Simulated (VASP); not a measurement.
Set up this calculation in VASP 6.6.1, as the native input.

```
Task                   : single point
Functional             : r2SCAN
Potentials or basis    : VASP PAW PBE potentials, release 64 (Cu)
Cutoff                 : 520 eV
k mesh                 : 3 × 3 × 1
Occupations            : methfessel-paxton, width 0.15 eV
Spin                   : no spin polarisation
Dipole correction      : no
Further INCAR settings : ALGO = Normal; EDIFF = 1e-06; NBANDS = 30
```

Crystal: Cu.

```
Cu
1.0
     2.53076    0.00000    0.00000
    -1.26538    2.19171    0.00000
     0.00000    0.00000    8.26182
Cu
4
Cartesian
  0.0000 0.0000 0.0000
  0.0000 1.4611 2.0655
  0.0000 0.0000 4.1309
  1.2654 0.7306 6.1964
```

The input as run:

POSCAR

```
Cu
1.0
    2.5307640300      0.0000000000      0.0000000000
   -1.2653820100      2.1917059400      0.0000000000
    0.0000000000      0.0000000000      8.2618150800
Cu
4
Direct
    0.0000000000      0.0000000000      0.0000000000
    0.3333333333      0.6666666667      0.2500000000
    0.0000000000      0.0000000000      0.5000000000
    0.6666666667      0.3333333333      0.7500000000
```

INCAR.step1

```
SYSTEM = Cu
PREC = Accurate ; ENCUT = 520
ISMEAR = 1 ; SIGMA = 0.15
LREAL = .False. ; LASPH = .True.
NELM = 80 ; NBANDS = 30
GGA = PE ; ALGO = Normal
EDIFF = 1E-4 ; LWAVE = .True.
LCHARG = .False.
```

INCAR.step2

```
SYSTEM = Cu
PREC = Accurate ; ENCUT = 520
EDIFF = 1E-6 ; ISMEAR = 1
SIGMA = 0.15 ; LREAL = .False.
LASPH = .True. ; NELM = 80
ALGO = Normal ; ISIF = 2
LWAVE = .False. ; LCHARG = .False.
METAGGA = R2SCAN ; LMIXTAU = .True.
NBANDS = 30 ; ISTART = 1
```

KPOINTS

```
regular mesh
0
Gamma
  3 3 1
  0 0 0
```

Potentials or basis: VASP PAW PBE potentials, release 64 (Cu).

The run is started by

```bash
$ cat potpaw_PBE.64/Cu/POTCAR > POTCAR
$ cp INCAR.step1 INCAR
$ mpirun -np 1 vasp_std > vasp.out
$ cp INCAR.step2 INCAR
$ mpirun -np 1 vasp_std > vasp.out
```

Results of the run:

The pressure is 0.1 GPa. The band gap on the k mesh is zero (band 22 reaches 11.17 eV, above the bottom of band 23 at 5.95 eV).

Caveat: the k points lie up to 0.96 Å⁻¹ apart; the PAW data sets were made with another functional, which shifts forces and pressure a little.

Wall time 24 s on 1 thread of Intel(R) Xeon(R) 6975P-C (Granite Rapids) (shared host), peak memory 0.16 GiB.
